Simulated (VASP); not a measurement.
Set up this calculation in VASP 6.6.1, as the native input.

```yaml
Task: relaxation of cell and atoms
Functional: PBE
Potentials_or_basis: VASP PAW PBE potentials, release 64 (Li_sv, Mn_pv, Cl)
Cutoff: 600 eV
k_mesh: 4 × 4 × 4
Occupations: gaussian, width 0.1 eV
Spin: collinear spin, ferromagnetic start
Starting_moments: "[0.0, 4.0, 0.0, 0.0, 0.0] μB"
Dipole_correction: no
Further_INCAR_settings: ALGO = Normal; EDIFF = 1e-06; IBRION = 2; EDIFFG = -0.04; NSW = 90; ISIF = 3
```

The structure of LiMnCl3 lies in POSCAR:

```
LiMnCl3
1.0
    4.6038032000      0.0000000000      0.0000000000
    0.0000000000      4.6038032000      0.0000000000
    0.0000000000      0.0000000000      4.6038032000
Li Mn Cl
1 1 3
Direct
    0.5000000000      0.5000000000      0.5000000000
    0.0000000000      0.0000000000      0.0000000000
    0.5000000000      0.0000000000      0.0000000000
    0.0000000000      0.5000000000      0.0000000000
    0.0000000000      0.0000000000      0.5000000000
```

These files were run (other wordings do the same):

INCAR

```
PREC = Accurate
ENCUT = 600
EDIFF = 1E-6
ISMEAR = 0
SIGMA = 0.1
LREAL = F
LASPH = T
NELM = 150
ALGO = Normal
ISIF = 3
LWAVE = F
LCHARG = F
ISPIN = 2
MAGMOM = 0 4 0 0 0
LORBIT = 11
LMAXMIX = 4
GGA = PE
IBRION = 2
NSW = 90
EDIFFG = -0.04
```

KPOINTS

```
Automatic mesh
0
Gamma
  4 4 4
```

Potentials or basis: VASP PAW PBE potentials, release 64 (Li_sv, Mn_pv, Cl).

Run with:

```console
$ cat potpaw_PBE.64/Li_sv/POTCAR potpaw_PBE.64/Mn_pv/POTCAR potpaw_PBE.64/Cl/POTCAR > POTCAR
$ mpirun -np 1 vasp_std > vasp.out
```

It gave:

- Relaxed volume: 24.88 Å³/atom
- Relaxed cell: a = 4.992 Å, b = 4.992 Å, c = 4.992 Å, α = 90.00°, β = 90.00°, γ = 90.00°
- Space group after relaxing (to 0.05 Å): Pm-3m (No. 221)
- Energy gained by relaxing: 161.8 meV/atom
- Ionic steps: 4
- Pressure after relaxing: -0.1 GPa
- Band gap on the k mesh: 0.91 eV, indirect (least direct gap 1.55 eV)
- Net moment: 5.00 μB per cell
- Site moments: Li +0.00; Mn +4.46; Cl +0.06 μB
- Valence electrons inside the program's atomic spheres: Li 1.99; Mn 11.28; Cl 5.15

Caveat: the cutoff is under 1.25 times the usual one of these potentials, so pressure, stress and relaxed cells hold a basis-set (Pulay) error; the volume moved by over 15 % at a fixed basis, so the end points are rough; a cell with one magnetic atom can't hold antiferromagnetic order, which such compounds often take.

Wall time 2.4 min on 1 thread of Intel(R) Xeon(R) 6975P-C (Granite Rapids) (shared host), peak memory 0.3 GiB.
